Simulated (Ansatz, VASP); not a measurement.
Na2Nb: VASP beside Ansatz

```
CELL_PARAMETERS angstrom
-4.31254 4.31254 2.36972
4.31254 -4.31254 2.36972
4.31254 4.31254 -2.36972
ATOMIC_POSITIONS crystal
Na 0.65974 0.15974 0.81948
Na 0.15974 0.34026 0.50000
Na 0.34026 0.84026 0.18052
Na 0.84026 0.65974 0.50000
Nb 0.25000 0.25000 0.00000
Nb 0.75000 0.75000 0.00000
```

Alike in both runs: functional PBE; k mesh 4 × 4 × 4; occupations gaussian, width 0.1 eV; no spin polarisation.

Ansatz relaxed the structure, and its values are those at the end. VASP's run is a single point on that final structure, the one shown.

```csv
,VASP,Ansatz
version,VASP 6.6.1,Ansatz 0.2.0
potentials or method,"VASP PAW PBE potentials, release 64 (Na_pv, Nb_sv), cutoff 520 eV","scalar-relativistic, plane waves, PAW"
valence electrons in the cell,54,62
```

```tsv
	VASP	Ansatz	Ansatz less VASP
gap on the k mesh at the Fermi level (eV)	none	none	-
pressure (GPa)	0.0	0.0	+0.02
```

A gap of «none» marks a metal or a gap that the smearing closes. With one functional, cell and mesh, what is left measures potentials, basis and numerics. VASP's potentials hold 54 valence electrons a cell and Ansatz's 62, so a difference there can come from the potentials and not from the codes.

The k mesh is coarse, so the values compare programs but aren't converged.
